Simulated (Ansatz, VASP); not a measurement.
## K4Cl in VASP and in Ansatz

```xyz
5
Lattice="6.9233 0.0000 0.0000 0.0000 6.9233 0.0000 0.0000 0.0000 6.9233" Properties=species:S:1:pos:R:3 pbc="T T T"
K     1.7441    1.7441    1.7441
K     5.1792    5.1792    1.7441
K     5.1792    1.7441    5.1792
K     1.7441    5.1792    5.1792
Cl    0.0000    0.0000    0.0000
```

Change from the starting cell: ordered vacancies on the anion sites of cuprite (P-43m, No. 215).

Alike in both runs: functional PBE; k mesh 6 × 6 × 6; occupations gaussian, width 0.1 eV; no spin polarisation.

Ansatz relaxed the structure, and its values are those at the end. VASP's run is a single point on that final structure, the one shown.

|  | VASP | Ansatz |
| --- | --- | --- |
| version | VASP 6.6.1 | Ansatz 0.2.0 |
| potentials or method | VASP PAW PBE potentials, release 64 (K_sv, Cl), cutoff 520 eV | scalar-relativistic, plane waves, PAW |
| valence electrons in the cell | 43 | 43 |

```tsv
	VASP	Ansatz	Ansatz less VASP
gap on the k mesh at the Fermi level (eV)	none	none	-
pressure (GPa)	0.0	0.0	+0.01
rms of the force components (eV/Å)	0.004	0.001	-0.0029
```

A gap of «none» marks a metal or a gap that the smearing closes.
